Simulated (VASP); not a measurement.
Input of a VASP 6.6.1 run:

File POSCAR:

```
C
1.0
    1.7827980172      1.7827980172      0.0000000000
   -1.7827980172      1.7827980172      0.0000000000
    0.0000000000      1.7827980172      1.7827980172
C
2
Direct
    0.5000000000      0.5000000000      0.0000000000
    0.7500000000      0.2500000000      0.5000000000
```

The input INCAR.step1:

```
  ALGO = Normal
  EDIFF = 1E-4
  ENCUT = 520
  GGA = PE
  ISMEAR = 0
  LASPH = True
  LCHARG = False
  LREAL = False
  LWAVE = True
  NBANDS = 11
  NELM = 80
  PREC = Accurate
  SIGMA = 0.01
```

The input INCAR.step2:

```
  ALGO = Normal
  EDIFF = 1E-6
  ENCUT = 520
  ISIF = 2
  ISMEAR = 0
  ISTART = 1
  LASPH = True
  LCHARG = False
  LMIXTAU = True
  LREAL = False
  LWAVE = False
  METAGGA = R2SCAN
  NBANDS = 11
  NELM = 80
  PREC = Accurate
  SIGMA = 0.01
```

File KPOINTS:

```
k-points
0
Gamma
  12 12 12
```

Potentials or basis: VASP PAW PBE potentials, release 64 (C).

Run with:

```console
$ cat potpaw_PBE.64/C/POTCAR > POTCAR
$ cp INCAR.step1 INCAR
$ mpirun -np 1 vasp_std > vasp.out
$ cp INCAR.step2 INCAR
$ mpirun -np 1 vasp_std > vasp.out
```

Question: Estimate the band gap on the k mesh.

Answer: 4.34 eV (least direct gap 5.84 eV).

Question: What does it give for the pressure?

Answer: -0.9 GPa.

Caveat: the PAW data sets were made with another functional, which shifts forces and pressure a little. r2SCAN opens gaps a little over a GGA but as a rule still falls short of measured ones.
